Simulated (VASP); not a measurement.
Here is a VASP 6.6.1 calculation.

File INCAR:

```
SYSTEM = SnS2
PREC     = Accurate       ! precision mode
ENCUT    = 500            ! plane-wave cutoff, eV
EDIFF    = 1E-6           ! SCF threshold, eV
ISMEAR   = 0              ! smearing method
SIGMA    = 0.1            ! smearing width, eV
LREAL    = .False.        ! projectors in reciprocal space
LASPH    = .True.         ! aspherical terms in the spheres
NELM     = 200            ! most SCF steps
ALGO     = Normal         ! electronic algorithm
ISIF     = 2              ! what is computed and relaxed
LWAVE    = .False.        ! write WAVECAR
LCHARG   = .False.        ! write CHGCAR
ISPIN    = 2              ! spin polarisation
MAGMOM   = 0 0 0          ! initial moments
LORBIT   = 11             ! projections on sites
GGA      = PE             ! functional
NBANDS   = 24             ! bands
GGA_COMPAT= .False.
```

File KPOINTS:

```
regular mesh
0
Gamma
  6 6 4
  0 0 0
```

The input POSCAR:

```
SnS2
1.0
    3.6743056006      0.0000000000      0.0000000000
   -1.8371528003      3.1820419914      0.0000000000
    0.0000000000      0.0000000000      6.2288318400
Sn S
1 2
Direct
    0.0000000000      0.0000000000      0.0000000000
    0.3333333333      0.6666666667      0.2346534700
    0.6666666667      0.3333333333      0.7653465300
```

Potentials or basis: VASP PAW PBE potentials, release 64 (Sn_d, S).

Launch:

```console
$ cat potpaw_PBE.64/Sn_d/POTCAR potpaw_PBE.64/S/POTCAR > POTCAR
$ mpirun -np 1 vasp_std > vasp.out
```

(1) Estimate the net moment.

(2) What does it give for the pressure?

## Answers

(1) 0.00 μB per cell.

(2) 2.1 GPa.

Caveat: this functional lacks dispersion, which binds the layers, so the pressure and a relaxed spacing across them are unreliable.
